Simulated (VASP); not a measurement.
# C (P1) in VASP: relaxation of cell and atoms with PBE

Aim: the relaxation of cell and atoms of C with PBE.

Everything below comes from runs of VASP 6.6.1. Logs are shortened: lines on timing, memory, paths and dates and some standing lists are left out, and cuts for length are marked.

## Step 1: The cell of the first run

The typed cell holds 12 atoms: a = 4.095 Å, b = 4.146 Å, c = 5.038 Å, α = 99.92°, β = 102.90°, γ = 116.63°.

## Step 2: Relaxation of cell and atoms, PBE

Contents of INCAR:

```
PREC = Accurate
ENCUT = 600
EDIFF = 1E-6
ISMEAR = 0
SIGMA = 0.2
LREAL = F
LASPH = T
NELM = 100
ALGO = Normal
ISIF = 3
LWAVE = F
LCHARG = F
GGA = PE
IBRION = 2
NSW = 80
EDIFFG = -0.025
```

Contents of KPOINTS:

```
Automatic mesh
0
Gamma
  6 6 6
```

Contents of POSCAR:

```
C
1.0
   -3.4904776409     -1.9530254788     -0.8767364844
    3.5207800713     -2.0469140592     -0.7771453674
    0.0717125002     -0.0315416029      5.0375155627
C
12
Direct
   -0.0391476689      0.6380021294      0.3944343360
    1.0377538242      0.6343597753      0.9366590795
    0.5941704392      0.6093174983      0.3957247607
    0.5906104484      0.6092498533      0.8934335417
    0.5828727305     -0.0218190425      0.4111357797
    0.6098900733      0.9719735078      0.8858785968
    0.3880363893      0.0153898537      0.0785450150
    0.4003017609      0.0183870051      0.6047646669
    0.4077264924      0.3517145788      0.0976132224
    0.4197442572      0.3902441889      0.6224174327
    0.0194723020      0.4065936207      0.0946970927
   -0.0114310485      0.3765870312      0.5846964759
```

Potentials or basis: VASP PAW PBE potentials, release 64 (C).

Started as:

```console
$ cat potpaw_PBE.64/C/POTCAR > POTCAR
$ mpirun -np 1 vasp_std > vasp.out
```

OUTCAR:

```text
PREC = Accurate
   ENCUT = 600
   EDIFF = 1E-6
   ISMEAR = 0
   LREAL = F
   LASPH = T
   NELM = 100
   ISIF = 3
   GGA = PE
   IBRION = 2
   NSW = 80
   EDIFFG = -0.025

 ion  position               nearest neighbor table
   1  0.961  0.638  0.394-   3 1.45  12 1.59   8 1.70  11 1.77   9 2.06
   2  0.038  0.634  0.937-  11 1.32   7 1.48   4 1.75  12 1.82
   3  0.594  0.609  0.396-   1 1.45   9 1.48   5 1.54  10 1.67
   4  0.591  0.609  0.893-  10 1.32   6 1.48   9 1.66   2 1.75
   5  0.583  0.978  0.411-   8 1.39   3 1.54  12 1.63   7 1.75
   6  0.610  0.972  0.886-   4 1.48   7 1.51   8 1.57  11 1.74
   7  0.388  0.015  0.079-   9 1.35   2 1.48   6 1.51   5 1.75
   8  0.400  0.018  0.605-   5 1.39  10 1.49   6 1.57   1 1.70
   9  0.408  0.352  0.098-   7 1.35   3 1.48   4 1.66  11 1.70   1 2.06
  10  0.420  0.390  0.622-   4 1.32   8 1.49   3 1.67  12 1.71
  11  0.019  0.407  0.095-   2 1.32   9 1.70   6 1.74   1 1.77
  12  0.989  0.377  0.585-   1 1.59   5 1.63  10 1.71   2 1.82

  LATTYP: Found a triclinic cell.
 ALAT       =     4.1460468399
 B/A-ratio  =     2.5127334188
 C/A-ratio  =     2.5228841016
 COS(alpha) =     0.0016763607
 COS(beta)  =     0.4513403391
 COS(gamma) =     0.8792423902

  Lattice vectors:

 A1 = (  -3.5207800713,   2.0469140592,   0.7771453674)
 A2 = (  -6.9698476424,   4.0622865155,   6.5918062975)
 A3 = (  -3.6945075021,   6.1099368030,  -7.6440039062)

Analysis of symmetry for initial positions (statically):
=====================================================================
 Subroutine PRICEL returns:
 Original cell was already a primitive cell.

 Routine SETGRP: Setting up the symmetry group for a
 triclinic supercell.

 Subroutine GETGRP returns: Found  1 space group operations
 (whereof  1 operations were pure point group operations)
 out of a pool of  2 trial point group operations.

The static configuration has the point symmetry C_1 .

Analysis of symmetry for dynamics (positions and initial velocities):
=====================================================================
 Subroutine PRICEL returns:
 Original cell was already a primitive cell.

 Routine SETGRP: Setting up the symmetry group for a
 triclinic supercell.

 Subroutine GETGRP returns: Found  1 space group operations
 (whereof  1 operations were pure point group operations)
 out of a pool of  2 trial point group operations.

The dynamic configuration has the point symmetry C_1 .

 Subroutine INISYM returns: Found  1 space group operations
 (whereof  1 operations are pure point group operations),
 and found     1 'primitive' translations

----------------------------------------------------------------------------------------

                                     Primitive cell

  volume of cell :      70.7935

[... 130 lines left out ...]
  Fermi-wavevector in a.u.,A,eV,Ry     =   1.438216  2.717834 28.143184  2.068466
  Thomas-Fermi vector in A             =   2.557208
   LORBIT       =      0    0 simple, 1 ext, 2 COOP (PROOUT), +10 PAW based schemes
   GGA     = PE    functional components
   LHFCALC =     F    Hartree Fock is set to
   AEXX    =    0.0000 exact exchange contribution
   IVDW    =     0    specifies the selected vdW correction
   LEPSILON=     F    determine dielectric tensor
   LRPA    =     F    only Hartree local field effects (RPA)
 conjugate gradient relaxation of ions
 non-spin polarized calculation
 Gauss-broadening in eV      SIGMA  =   0.20
  energy-cutoff  :      600.00
  volume of cell :       70.79
 maximum number of plane-waves:      2382
 NGX is ok and might be reduce to    36
   NGX = 17   NGY = 17   NGZ = 21

--------------------------------------- Ionic step        1  -------------------------------------------

 number of electron      48.0000001 magnetization

 Free energy of the ion-electron system (eV)
  ---------------------------------------------------
  ext. energy  EPLUGINS =         0.00000000
  ---------------------------------------------------
  free energy    TOTEN  =       -96.96136554 eV

  energy without entropy =      -96.95973785  energy(sigma->0) =      -96.96055170

------------------------ aborting loop because EDIFF is reached ----------------------------------------

  FORCE on cell =-STRESS in cart. coord.  units (eV):
  Direction    XX          YY          ZZ          XY          YZ          ZX
  --------------------------------------------------------------------------------------
  -------------------------------------------------------------------------------------
  Total       10.6847851     17.1518925      5.0520176      4.2313345     -1.5478543      0.2102652
  in kB      241.8149412    388.1766292    114.3357891     95.7623295    -35.0305876      4.7586614
  external PRESSURE =     248.1091199 kB  Pullay stress =       0.0000000 kB
[... 119 lines left out ...]
  FREE ENERGIE OF THE ION-ELECTRON SYSTEM (eV)
  ---------------------------------------------------
  free  energy   TOTEN  =      -101.3717440230 eV

  energy  without entropy=     -101.3716846477  energy(sigma->0) =     -101.37171434

 E-fermi :  10.0021     XC(G=0): -12.8891

 val. band max:        9.8156367758   @ k =   0.5000   0.5000   0.0000
 cond. band min:      10.1184142362   @ k =   0.0000   0.0000   0.0000
 fundamental gap:      0.3027774603
 Fermi energy:        10.0020677840

 k-point     1 :       0.0000    0.0000    0.0000
  band No.  band energies     occupation
      1     -12.2328      2.00000
      2      -7.9602      2.00000
      3      -6.8901      2.00000
      4      -4.7239      2.00000
      5      -4.3411      2.00000
      6      -3.8076      2.00000
[... 805 lines left out ...]
     30      15.7389      0.00000
     31      16.2244      0.00000

 [... further k-points ...]

[... ionic steps 4 to 21 ...]

--------------------------------------- Ionic step       22  -------------------------------------------

 number of electron      48.0000004 magnetization

------------------------ aborting loop because EDIFF is reached ----------------------------------------
[... 87 lines left out ...]
--------------------------------------- Ionic step       24  -------------------------------------------

 number of electron      48.0000004 magnetization

 Free energy of the ion-electron system (eV)
  ---------------------------------------------------
  ext. energy  EPLUGINS =         0.00000000
  ---------------------------------------------------
  free energy    TOTEN  =      -102.46488001 eV

  energy without entropy =     -102.46357348  energy(sigma->0) =     -102.46422674

 E-fermi :   9.8130     XC(G=0): -12.8403

 val. band max:        9.6606198073   @ k =   0.5000   0.5000   0.0000
 cond. band min:       9.9039201612   @ k =   0.0000   0.0000   0.0000
 fundamental gap:      0.2433003539
 Fermi energy:         9.8129506859

 k-point     1 :       0.0000    0.0000    0.0000
  band No.  band energies     occupation
      1     -12.2341      2.00000
      2      -8.0622      2.00000
      3      -6.7887      2.00000
      4      -4.5477      2.00000
      5      -4.5421      2.00000
      6      -4.1344      2.00000
[... 846 lines left out ...]
  FREE ENERGIE OF THE ION-ELECTRON SYSTEM (eV)
  ---------------------------------------------------
  free  energy   TOTEN  =      -102.4648800108 eV

  energy  without entropy=     -102.4635734754  energy(sigma->0) =     -102.46422674

 reached required accuracy - stopping structural energy minimisation
```

OSZICAR:

```text
N       E                     dE             d eps       ncg     rms          rms(c)
DAV:   1     0.180833647247E+03    0.18083E+03   -0.28433E+04  6944   0.170E+03
DAV:   2    -0.886087830308E+02   -0.26944E+03   -0.25411E+03  8957   0.299E+02
DAV:   3    -0.101156627414E+03   -0.12548E+02   -0.12347E+02  8760   0.619E+01
[... 183 lines left out ...]
DAV:   4    -0.102464877974E+03    0.27994E-06   -0.51851E-06  7664   0.136E-02
  23 F= -.10246488E+03 E0= -.10246423E+03  d E =-.114465E-03
       N       E                     dE             d eps       ncg     rms          rms(c)
DAV:   1    -0.102464879753E+03   -0.14991E-05   -0.35459E-04  7280   0.118E-01    0.411E-03
DAV:   2    -0.102464880011E+03   -0.25805E-06   -0.60988E-06  8520   0.149E-02
  24 F= -.10246488E+03 E0= -.10246423E+03  d E =-.116502E-03
```

Run time: 30 min. Hardware: 1 thread of AMD EPYC 9R45 (Zen 5), shared host; peak memory 0.31 GiB.

Results:

```yaml
Free_energy: -102.4649 eV
Relaxed_volume: 6.08 Å³/atom
Relaxed_cell: a = 4.161 Å, b = 4.161 Å, c = 5.078 Å, α = 101.76°, β = 101.72°, γ = 115.97°
Space_group_after_relaxing_to_0.1_Å: R-3m (No. 166)
Energy_gained_by_relaxing: 458.6 meV/atom
Ionic_steps: 24
Pressure_after_relaxing: -0.1 GPa
Largest_force_after_relaxing: 0.021 eV/Å
Band_gap_on_the_k_mesh: zero (bands 24 and 25 overlap by 0.24 eV)
```

Forces in eV/Å, atoms in the order of the input:
```
C    0.011  0.005  0.006
C    0.000 -0.007 -0.006
C   -0.002  0.008  0.015
C   -0.006  0.007 -0.019
C    0.008  0.001  0.015
C    0.003 -0.011 -0.012
C    0.002  0.002  0.006
C   -0.013 -0.004 -0.004
C    0.002  0.008 -0.013
C    0.006 -0.012  0.012
C   -0.006  0.001 -0.007
C   -0.006  0.003  0.006
```

The path:
| step | energy change (eV) | largest force (eV/Å) | pressure (GPa) | volume (Å³) |
| --- | --- | --- | --- | --- |
| 1 | 0.0000 | 10.7761 | 24.81 | 70.79 |
| 2 | 5.9395 | 12.6575 | -5.94 | 80.50 |
| 3 | -4.4104 | 3.8582 | -10.62 | 73.89 |
| 4 | -4.4254 | 3.7204 | -9.80 | 73.73 |
| 5 | -3.8189 | 8.2444 | 18.09 | 71.74 |
| 6 | -5.2558 | 1.9249 | -1.24 | 72.88 |
| 7 | -5.2004 | 2.9000 | 4.27 | 72.33 |
| 8 | -5.4441 | 0.6640 | 0.44 | 72.63 |
| 9 | -5.4741 | 0.6400 | 1.44 | 72.67 |
| 10 | -5.4806 | 0.3940 | 1.08 | 72.66 |
| 11 | -5.4932 | 0.2453 | 0.64 | 72.94 |
| 12 | -5.4933 | 0.2342 | 0.67 | 72.93 |
| 13 | -5.4972 | 0.1976 | -0.56 | 73.21 |
| 14 | -5.4974 | 0.1717 | -0.37 | 73.16 |
| 15 | -5.4996 | 0.1117 | -0.38 | 73.18 |
| 16 | -5.4997 | 0.1302 | -0.38 | 73.18 |
| 17 | -5.5016 | 0.0900 | -0.08 | 73.11 |
| 18 | -5.5021 | 0.1402 | 0.14 | 73.05 |
| 19 | -5.5029 | 0.1121 | -0.02 | 73.02 |
| 20 | -5.5030 | 0.0585 | 0.02 | 73.03 |
| 21 | -5.5034 | 0.0477 | -0.10 | 73.03 |
| 22 | -5.5034 | 0.0427 | -0.09 | 73.03 |
| 23 | -5.5035 | 0.0265 | -0.08 | 73.01 |
| 24 | -5.5035 | 0.0210 | -0.08 | 73.01 |

Final structure:
```yaml
crystal:
  lattice:
    - [-3.52858, -2.03756, -0.84569]
    - [3.52835, -2.03728, -0.84733]
    - [-0.00069, 0.00037, 5.07804]
  atoms:
    - { symbol: C, position: [0.00015, 0.62541, 0.41858] }
    - { symbol: C, position: [0.99987, 0.62537, 0.91877] }
    - { symbol: C, position: [0.62576, 0.62571, 0.39386] }
    - { symbol: C, position: [0.62539, 0.62543, 0.89407] }
    - { symbol: C, position: [0.62562, 0.00007, 0.41872] }
    - { symbol: C, position: [0.62547, 0.99990, 0.91891] }
    - { symbol: C, position: [0.37438, 0.99998, 0.08117] }
    - { symbol: C, position: [0.37446, 0.99998, 0.58112] }
    - { symbol: C, position: [0.37450, 0.37453, 0.10612] }
    - { symbol: C, position: [0.37442, 0.37439, 0.60602] }
    - { symbol: C, position: [0.99998, 0.37462, 0.08144] }
    - { symbol: C, position: [0.00000, 0.37460, 0.58122] }
```

The gap in the log of VASP goes by the Fermi energy; the results here count the filled bands.